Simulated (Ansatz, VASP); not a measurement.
BP: VASP beside Ansatz

File INCAR:

```
SYSTEM = BP
ALGO     = Normal         ! electronic algorithm
EDIFF    = 1E-7           ! SCF threshold, eV
ENCUT    = 520            ! plane-wave cutoff, eV
GGA      = PE             ! functional
ISIF     = 2              ! what is computed and relaxed
ISMEAR   = 0              ! smearing method
LASPH    = .TRUE.         ! aspherical terms in the spheres
LCHARG   = .TRUE.         ! write CHGCAR
LELF     = .TRUE.         ! ELF
LREAL    = .FALSE.        ! projectors in reciprocal space
LVHAR    = .TRUE.       
LWAVE    = .FALSE.        ! write WAVECAR
NBANDS   = 16             ! bands
NELM     = 60             ! most SCF steps
PREC     = Accurate       ! precision mode
SIGMA    = 0.1            ! smearing width, eV
```

Contents of KPOINTS:

```
k-points
0
G
  6 6 4
  0 0 0
```

The input POSCAR:

```
BP
1.0
    1.6222816900     -4.5811220200      0.0000000000
    1.6222816900      4.5811220200      0.0000000000
    0.0000000000      0.0000000000      3.9497520300
B P
2 2
Direct
    0.5849999900      0.4150000100      0.2500000000
    0.4150000100      0.5849999900      0.7500000000
    0.8600000100      0.1399999900      0.2500000000
    0.1399999900      0.8600000100      0.7500000000
```

Input for Ansatz:

```yaml
crystal:
  lattice:
    - [1.62228169, -4.58112202, 0.0]
    - [1.62228169, 4.58112202, 0.0]
    - [0.0, 0.0, 3.94975203]
  atoms:
    - { symbol: B, position: [0.58499999, 0.41500001, 0.25] }
    - { symbol: B, position: [0.41500001, 0.58499999, 0.75] }
    - { symbol: P, position: [0.86000001, 0.13999999, 0.25] }
    - { symbol: P, position: [0.13999999, 0.86000001, 0.75] }
basis:
  ecutwfc: 420
kpoints:
  mp_grid: { grid: [6, 6, 4] }
hamiltonian:
  xc: pbe
scf:
  occupations: { method: gaussian, width: 0.1 }
  lower_state_search: "off"
output:
  forces: true
  stress: true
  eigenvalues: true
```

Change from the starting cell: species swapped into the GdPd type (Cmcm, No. 63).

Alike in both runs: task single point; functional PBE; k mesh 6 × 6 × 4; occupations gaussian, width 0.1 eV; no spin polarisation.

|  | VASP | Ansatz |
| --- | --- | --- |
| version | VASP 6.6.1 | Ansatz 0.2.0 |
| potentials or method | VASP PAW PBE potentials, release 64 (B, P), cutoff 520 eV | scalar-relativistic, plane waves, PAW |
| valence electrons in the cell | 16 | 16 |

```tsv
	VASP	Ansatz	Ansatz less VASP
gap on the k mesh at the Fermi level (eV)	none	none	-
pressure (GPa)	-24.1	-24.1	+0.05
traceless stress, the component that is largest in VASP (GPa)	-4.31	-4.31	+0.003
rms of the force components (eV/Å)	0.170	0.170	-0.0006
```

Atom by atom the forces differ by 0.001 eV/Å (rms over components). A gap of «none» marks a metal or a gap that the smearing closes.

The k mesh is coarse, so the values compare programs but aren't converged.
